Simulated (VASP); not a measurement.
# MoW14 (a cell with a defect): single point with PBEsol

The system is MoW14 (a cell with a defect).

```
W Mo
1.0
     6.32000    0.00000    0.00000
     0.00000    6.32000    0.00000
     0.00000    0.00000    6.32000
W Mo
14 1
Direct
  0.00001 0.00227 0.00088
  0.49973 0.00252 0.00058
  0.99972 0.00252 0.50059
  0.50005 0.50224 0.00089
  0.49919 0.00301 0.50011
  0.75164 0.25397 0.24910
  0.00003 0.50223 0.50090
  0.24829 0.75065 0.24913
  0.24829 0.25399 0.75244
  0.49973 0.50249 0.50060
  0.75211 0.75012 0.24880
  0.75214 0.25442 0.75298
  0.24784 0.75016 0.75303
  0.75194 0.75030 0.75287
  0.24757 0.25473 0.24836
```

```json
{
  "Program": "VASP 6.6.1",
  "Task": "single point",
  "Functional": "PBEsol",
  "Potentials or basis": "VASP PAW PBE potentials, release 64 (W_sv, Mo_sv)",
  "Cutoff": "520 eV",
  "k mesh": "3 × 3 × 3",
  "Occupations": "fermi-dirac, width 0.15 eV",
  "Spin": "no spin polarisation",
  "Dipole correction": "no",
  "Further INCAR settings": "LREAL = Auto; ALGO = Normal; EDIFF = 1e-07; NBANDS = 118"
}
```

| Quantity | Value |
| --- | --- |
| Pressure | -8.0 GPa |
| Largest force | 0.032 eV/Å |

Forces in eV/Å, atoms in the order of the input:
```
W    0.005  0.003  0.004
W   -0.008  0.009  0.014
W    0.011  0.008 -0.008
W   -0.008 -0.004  0.004
W    0.021 -0.018  0.017
W   -0.002  0.017 -0.011
W    0.003 -0.003 -0.007
W   -0.016  0.001 -0.014
W   -0.014  0.014  0.001
W   -0.009 -0.009 -0.009
W    0.007 -0.005 -0.009
W    0.005  0.002  0.007
W   -0.002 -0.009  0.004
W    0.006 -0.004  0.002
Mo   0.001 -0.003  0.006
```

Levels at points of the mesh, in eV from the Fermi level:
| k point | band 102 | band 103 | band 104 | band 105 | band 106 | band 107 | band 108 | band 109 |
| --- | --- | --- | --- | --- | --- | --- | --- | --- |
| (0.00, 0.00, 0.00) | -0.16 | -0.12 | -0.06 | -0.06 | 1.02 | 1.02 | 1.04 | 1.12 |

Run time: 10 min on 1 thread of Intel(R) Xeon(R) Platinum 8559C (Emerald Rapids), on a shared host, peak memory 0.46 GiB.

Caveat: the PAW data sets were made with another functional, which shifts forces and pressure a little; spin-orbit coupling is left out, which moves the levels of the heavy elements.
